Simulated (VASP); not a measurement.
# MgPd6Pb2Se (Fm-3m) in VASP: single point with PBE

Aim: the single point of MgPd6Pb2Se with PBE.

Program: VASP 6.6.1. These are calculated values, not measurements. Logs are shortened: lines on timing, memory, paths and dates and some standing lists are left out, and cuts for length are marked.

## Step 1: The cell of the first run

The structure is cubic, space group Fm-3m (No. 225). The conventional cell has a = 8.678 Å, b = 8.678 Å, c = 8.678 Å, α = 90.00°, β = 90.00°, γ = 90.00°. Pd (site symmetry 4mm) has 1 Se at 2.08 Å and 1 Mg at 2.26 Å within 2.7 Å. Within 4.0 Å of Pb (site symmetry -43m) lie 12 Pd at 3.07 Å and 4 Se at 3.76 Å and 4 Mg at 3.76 Å. Within 2.7 Å of Se (site symmetry m-3m) lie 6 Pd at 2.08 Å. Within 3.0 Å of Mg (site symmetry m-3m) lie 6 Pd at 2.26 Å.

## Step 2: Single point, PBE

Input file POSCAR:

```
MgPd6Pb2Se
1.0
    0.0000000000      4.3392410000      4.3392410000
    4.3392410000      0.0000000000      4.3392410000
    4.3392410000      4.3392410000      0.0000000000
Pd Pb Se Mg
6 2 1 1
Direct
    0.7393000000      0.2607000000      0.2607000000
    0.2607000000      0.7393000000      0.2607000000
    0.2607000000      0.7393000000      0.7393000000
    0.7393000000      0.2607000000      0.7393000000
    0.2607000000      0.2607000000      0.7393000000
    0.7393000000      0.7393000000      0.2607000000
    0.2500000000      0.2500000000      0.2500000000
    0.7500000000      0.7500000000      0.7500000000
    0.5000000000      0.5000000000      0.5000000000
    0.0000000000      0.0000000000      0.0000000000
```

Input file INCAR.step1:

```
PREC = Accurate
ENCUT = 520
EDIFF = 1E-6
ISMEAR = 0
SIGMA = 0.1017
LREAL = F
LASPH = T
NELM = 100
ALGO = Normal
ISIF = 2
LWAVE = F
LCHARG = T
LMAXMIX = 4
GGA = PE
NBANDS = 59
```

Input file KPOINTS.step1:

```
regular mesh
0
Gamma
  7 7 7
```

Input file INCAR.step2:

```
PREC = Accurate
ENCUT = 520
EDIFF = 1E-6
ISMEAR = -5
SIGMA = 0.1017
LREAL = F
LASPH = T
NELM = 100
ALGO = Normal
ISIF = 2
LWAVE = F
LCHARG = F
LMAXMIX = 4
GGA = PE
LORBIT = 10
NEDOS = 2001
ICHARG = 11
```

Input file KPOINTS.step2:

```
regular mesh
0
Gamma
  11 11 11
```

Potentials or basis: VASP PAW PBE potentials, release 64 (Pd, Pb_d, Se, Mg).

Run with:

```console
> cat potpaw_PBE.64/Pd/POTCAR potpaw_PBE.64/Pb_d/POTCAR potpaw_PBE.64/Se/POTCAR potpaw_PBE.64/Mg/POTCAR > POTCAR
> cp INCAR.step1 INCAR
> cp KPOINTS.step1 KPOINTS
> mpirun -np 1 vasp_std > vasp.out
> cp INCAR.step2 INCAR
> cp KPOINTS.step2 KPOINTS
> mpirun -np 1 vasp_std > vasp.out
```

OUTCAR:

```text
PREC = Accurate
   ENCUT = 520
   EDIFF = 1E-6
   ISMEAR = -5
   LREAL = F
   LASPH = T
   NELM = 100
   ISIF = 2
   GGA = PE
   LORBIT = 10
   ICHARG = 11

 ion  position               nearest neighbor table
   1  0.739  0.261  0.261-   9 2.08  10 2.26   5 2.94   6 2.94   2 2.94   4 2.94   7 3.07   7 3.07
                             8 3.07   8 3.07   4 3.20   2 3.20   6 3.20   5 3.20
   2  0.261  0.739  0.261-   9 2.08  10 2.26   5 2.94   6 2.94   1 2.94   3 2.94   7 3.07   7 3.07
                             8 3.07   8 3.07   5 3.20   1 3.20   6 3.20   3 3.20
   3  0.261  0.739  0.739-   9 2.08  10 2.26   5 2.94   6 2.94   2 2.94   4 2.94   8 3.07   7 3.07
                             7 3.07   8 3.07   2 3.20   4 3.20   6 3.20   5 3.20
   4  0.739  0.261  0.739-   9 2.08  10 2.26   5 2.94   6 2.94   1 2.94   3 2.94   8 3.07   7 3.07
                             7 3.07   8 3.07   5 3.20   3 3.20   6 3.20   1 3.20
   5  0.261  0.261  0.739-   9 2.08  10 2.26   3 2.94   4 2.94   1 2.94   2 2.94   7 3.07   7 3.07
                             8 3.07   8 3.07   2 3.20   1 3.20   4 3.20   3 3.20
   6  0.739  0.739  0.261-   9 2.08  10 2.26   3 2.94   4 2.94   1 2.94   2 2.94   8 3.07   7 3.07
                             7 3.07   8 3.07   3 3.20   1 3.20   2 3.20   4 3.20
   7  0.250  0.250  0.250-   1 3.07   2 3.07   5 3.07   3 3.07   4 3.07   5 3.07   2 3.07   3 3.07
                             6 3.07   1 3.07   4 3.07   6 3.07  10 3.76  10 3.76  10 3.76  10 3.76
   8  0.750  0.750  0.750-   2 3.07   3 3.07   5 3.07   1 3.07   4 3.07   5 3.07   1 3.07   2 3.07
                             6 3.07   3 3.07   4 3.07   6 3.07  10 3.76  10 3.76  10 3.76  10 3.76
   9  0.500  0.500  0.500-   1 2.08   2 2.08   3 2.08   4 2.08   5 2.08   6 2.08
  10  0.000  0.000  0.000-   1 2.26   2 2.26   3 2.26   4 2.26   5 2.26   6 2.26   8 3.76   8 3.76
                             8 3.76   7 3.76   7 3.76   7 3.76   8 3.76   7 3.76

  LATTYP: Found a face centered cubic cell.
 ALAT       =     8.6784820000

  Lattice vectors:

 A1 = (   0.0000000000,   4.3392410000,   4.3392410000)
 A2 = (   4.3392410000,   0.0000000000,   4.3392410000)
 A3 = (   4.3392410000,   4.3392410000,   0.0000000000)

Analysis of symmetry for initial positions (statically):
=====================================================================
 Subroutine PRICEL returns:
 Original cell was already a primitive cell.

 Routine SETGRP: Setting up the symmetry group for a
 face centered cubic supercell.

 Subroutine GETGRP returns: Found 48 space group operations
 (whereof 48 operations were pure point group operations)
 out of a pool of 48 trial point group operations.

The static configuration has the point symmetry O_h .

Analysis of symmetry for dynamics (positions and initial velocities):
=====================================================================
 Subroutine PRICEL returns:
 Original cell was already a primitive cell.

 Routine SETGRP: Setting up the symmetry group for a
 face centered cubic supercell.

 Subroutine GETGRP returns: Found 48 space group operations
 (whereof 48 operations were pure point group operations)
 out of a pool of 48 trial point group operations.

The dynamic configuration has the point symmetry O_h .

 Subroutine INISYM returns: Found 48 space group operations
 (whereof 48 operations are pure point group operations),
 and found     1 'primitive' translations

----------------------------------------------------------------------------------------

                                     Primitive cell

  volume of cell :     163.4072

  direct lattice vectors                    reciprocal lattice vectors
     0.000000000  4.339241000  4.339241000    -0.115227525  0.115227525  0.115227525
     4.339241000  0.000000000  4.339241000     0.115227525 -0.115227525  0.115227525
     4.339241000  4.339241000  0.000000000     0.115227525  0.115227525 -0.115227525

  length of vectors
     6.136613473  6.136613473  6.136613473     0.199579927  0.199579927  0.199579927

  position of ions in fractional coordinates (direct lattice)
     0.739300000  0.260700000  0.260700000
     0.260700000  0.739300000  0.260700000
     0.260700000  0.739300000  0.739300000
     0.739300000  0.260700000  0.739300000
     0.260700000  0.260700000  0.739300000
     0.739300000  0.739300000  0.260700000
     0.250000000  0.250000000  0.250000000
     0.750000000  0.750000000  0.750000000
     0.500000000  0.500000000  0.500000000
     0.000000000  0.000000000  0.000000000

  ion indices of the primitive-cell ions
[... 44 lines left out ...]
  0.181818  0.000000  0.000000      8.000000
  0.272727  0.000000  0.000000      8.000000
  0.363636  0.000000  0.000000      8.000000
  0.454545  0.000000  0.000000      8.000000
[... 16 lines left out ...]
 -0.272727  0.181818  0.000000     24.000000
 -0.181818  0.181818  0.000000     12.000000
 [... further k-points ...]
   k-points           NKPTS =     56   k-points in BZ     NKDIM =     56   number of bands    NBANDS=     57
   number of dos      NEDOS =   2001   number of ions     NIONS =     10
   total plane-waves  NPLWV = 110592
   dimension x,y,z NGX =    48 NGY =   48 NGZ =   48
   dimension x,y,z NGXF=    96 NGYF=   96 NGZF=   96
   ions per type =               6   2   1   1
   NGX,Y,Z   is equivalent  to a cutoff of  13.00, 13.00, 13.00 a.u.
   NGXF,Y,Z  is equivalent  to a cutoff of  26.01, 26.01, 26.01 a.u.
 SYSTEM =  unknown system
   PREC   = accura    normal or accurate (medium, high low for compatibility)
   ISTART =      0    job   : 0-new  1-cont  2-samecut
   ICHARG =     11    charge: 1-file 2-atom 10-const
   ISPIN  =      1    spin polarized calculation?
   LNONCOLLINEAR =      F non collinear calculations
   LSORBIT =      F    spin-orbit coupling
   LASPH  =      T    aspherical Exc in radial PAW
   ENCUT  =  520.0 eV  38.22 Ry    6.18 a.u.  11.41 11.41 11.41*2*pi/ulx,y,z
   NELM   =    100;   NELMIN=  2; NELMDL=  0     # of ELM steps
   EDIFF  = 0.1E-05   stopping-criterion for ELM
   LREAL  =      F    real-space projection
   EDIFFG = 0.1E-04   stopping-criterion for IOM
   NSW    =      0    number of steps for IOM
   IBRION =     -1    ionic relax: 0-MD 1-quasi-New 2-CG
   NFREE  =      0    steps in history (QN), initial steepest desc. (CG)
   ISIF   =      2    stress and relaxation
   ISYM   =      2    0-nonsym 1-usesym 2-fastsym
   POTIM  = 0.5000    time-step for ionic-motion
   TEBEG  =    0.0;   TEEND  =   0.0 temperature during run
   PSTRESS=    0.0 pullay stress
   NELECT =      96.0000    total number of electrons
   NUPDOWN=      -1.0000    fix difference up-down
   EMIN   =  10.00;   EMAX   =-10.00  energy-range for DOS
   EFERMI =   0.00;   METHOD = LEGACY
   ISMEAR =    -5;   SIGMA  =   0.10  broadening in eV -4-tet -1-fermi 0-gaus
   EFERMI_NEDOS =   21; number of points for ismear=-14 and -15
   IALGO  =     38    algorithm
   IMIX   =      4    mixing-type and parameters
     AMIX     =   0.40;   BMIX     =  1.00
     AMIX_MAG =   1.60;   BMIX_MAG =  1.00
  volume/ion in A,a.u.               =      16.34       110.27
  Fermi-wavevector in a.u.,A,eV,Ry     =   1.371118  2.591037 25.578468  1.879964
  Thomas-Fermi vector in A             =   2.496843
   LORBIT       =     10    0 simple, 1 ext, 2 COOP (PROOUT), +10 PAW based schemes
   GGA     = PE    functional components
   LHFCALC =     F    Hartree Fock is set to
   AEXX    =    0.0000 exact exchange contribution
   IVDW    =     0    specifies the selected vdW correction
   LEPSILON=     F    determine dielectric tensor
   LRPA    =     F    only Hartree local field effects (RPA)
 non-spin polarized calculation
 Fermi weights with tetrahedron method with Bloechl corrections
  energy-cutoff  :      520.00
  volume of cell :      163.41
 maximum number of plane-waves:      4477
 NGX is ok and might be reduce to    48

 number of electron      96.0000009 magnetization

 Free energy of the ion-electron system (eV)
  ---------------------------------------------------
  ext. energy  EPLUGINS =         0.00000000
  ---------------------------------------------------
  free energy    TOTEN  =       -35.75970015 eV

  energy without entropy =      -35.75970015  energy(sigma->0) =      -35.75970015

 E-fermi :  10.0489     XC(G=0): -12.2194

 val. band max:       10.0560181630   @ k =  -0.1818   0.2727   0.0909
 cond. band min:      10.0422913885   @ k =  -0.2727   0.1818   0.0000
 fundamental gap:     -0.0137267745
 Fermi energy:        10.0488516695

 k-point     1 :       0.0000    0.0000    0.0000
  band No.  band energies     occupation
      1      -7.5214      2.00000
      2      -6.6609      2.00000
      3      -6.6609      2.00000
      4      -6.6609      2.00000
      5      -6.6529      2.00000
      6      -6.6529      2.00000
[... 1429 lines left out ...]
     56      13.6836      0.00000
     57      14.8531      0.00000

 [... further k-points ...]

------------------------ aborting loop because EDIFF is reached ----------------------------------------

  FORCE on cell =-STRESS in cart. coord.  units (eV):
  Direction    XX          YY          ZZ          XY          YZ          ZX
  --------------------------------------------------------------------------------------
  -------------------------------------------------------------------------------------
  Total       46.7437133     46.7437133     46.7437133     -0.0000000      0.0000000      0.0000000
  in kB      458.3133228    458.3133228    458.3133228     -0.0000000      0.0000000      0.0000000
  external PRESSURE =     458.3133228 kB  Pullay stress =       0.0000000 kB

 VOLUME and BASIS-vectors are now :
 -----------------------------------------------------------------------------
  energy-cutoff  :      520.00
  volume of cell :      163.41
      direct lattice vectors                 reciprocal lattice vectors
     0.000000000  4.339241000  4.339241000    -0.115227525  0.115227525  0.115227525
     4.339241000  0.000000000  4.339241000     0.115227525 -0.115227525  0.115227525
     4.339241000  4.339241000  0.000000000     0.115227525  0.115227525 -0.115227525

 POSITION                                       TOTAL-FORCE (eV/Angst)
 -----------------------------------------------------------------------------------
      2.26248      4.33924      4.33924        -4.798129     -0.000000      0.000000
      4.33924      2.26248      4.33924        -0.000000     -4.798129      0.000000
      6.41600      4.33924      4.33924         4.798129     -0.000000      0.000000
      4.33924      6.41600      4.33924        -0.000000      4.798129      0.000000
      4.33924      4.33924      2.26248        -0.000000     -0.000000     -4.798129
      4.33924      4.33924      6.41600        -0.000000     -0.000000      4.798129
      2.16962      2.16962      2.16962        -0.000000     -0.000000     -0.000000
      6.50886      6.50886      6.50886         0.000000     -0.000000      0.000000
      4.33924      4.33924      4.33924        -0.000000     -0.000000     -0.000000
      0.00000      0.00000      0.00000        -0.000000     -0.000000      0.000000
 -----------------------------------------------------------------------------------
    total drift:                                0.000000      0.000000      0.000000

  FREE ENERGIE OF THE ION-ELECTRON SYSTEM (eV)
  ---------------------------------------------------
  free  energy   TOTEN  =       -35.7597001455 eV

  energy  without entropy=      -35.7597001455  energy(sigma->0) =      -35.75970015

 total charge

# of ion       s       p       d       tot
------------------------------------------
    1        0.506   0.546   8.860   9.912
    2        0.506   0.546   8.860   9.912
    3        0.506   0.546   8.860   9.912
    4        0.506   0.546   8.860   9.912
    5        0.506   0.546   8.860   9.912
    6        0.506   0.546   8.860   9.912
    7        1.365   0.778   9.836  11.978
    8        1.365   0.778   9.836  11.978
    9        1.464   2.618   0.505   4.588
   10        0.350   0.274   0.093   0.716
--------------------------------------------------
tot          7.580   7.723  73.430  88.734
```

Wall time 6.3 min (1 thread of Intel Xeon Platinum 8488C (Sapphire Rapids), shared host); peak memory 0.62 GiB.

Results:

```
Valence electrons inside the program's atomic spheres : Pd 9.91; Pb 11.98; Se 4.59; Mg 0.72
```

Levels at points of the mesh, in eV from the Fermi level:
| k point | band 45 | band 46 | band 47 | band 48 | band 49 | band 50 | band 51 | band 52 |
| --- | --- | --- | --- | --- | --- | --- | --- | --- |
| (0.00, 0.00, 0.00) | -1.91 | -1.91 | -1.91 | -1.65 | -1.56 | -0.04 | 1.19 | 1.19 |

Caveat: spin-orbit coupling is left out, which moves the levels of the heavy elements; tetrahedron occupations give inexact forces and stress in metals.
